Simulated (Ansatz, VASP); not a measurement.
## Two plane-wave programs on WS2

```
W S
1.0
     3.14602    0.00000    0.00000
    -1.57301    2.72463    0.00000
     0.00000    0.00000   12.72744
W S
2 4
Direct
  0.33372 0.66745 0.25000
  0.66628 0.33255 0.75000
  0.33294 0.66589 0.62682
  0.66706 0.33411 0.12682
  0.33294 0.66589 0.87318
  0.66706 0.33411 0.37318
```

Alike in both runs: functional PBEsol; k mesh 12 × 12 × 2; occupations gaussian, width 0.05 eV; no spin polarisation.

Ansatz relaxed the structure, and its values are those at the end. VASP's run is a single point on that final structure, the one shown.

|  | VASP | Ansatz |
| --- | --- | --- |
| version | VASP 6.6.1 | Ansatz 0.2.0 |
| potentials or method | VASP PAW PBE potentials, release 64 (W_sv, S), cutoff 520 eV | scalar-relativistic, plane waves, PAW |
| valence electrons in the cell | 52 | 52 |

Ansatz gave:

| Item | Value |
| --- | --- |
| gap on the k mesh at the Fermi level (eV) | 1.11 |
| least direct gap on the mesh (eV) | 1.87 |
| pressure (GPa) | 0.0 |
| rms of the force components (eV/Å) | 0.001 |

Estimate VASP's values.

gap on the k mesh at the Fermi level (eV): 1.13; least direct gap on the mesh (eV): 1.87; pressure (GPa): 0.1; rms of the force components (eV/Å): 0.009.

VASP's potentials were made for PBE, not for PBEsol. With one functional, cell and mesh, what is left measures potentials, basis and numerics.

Spin-orbit coupling is off throughout.
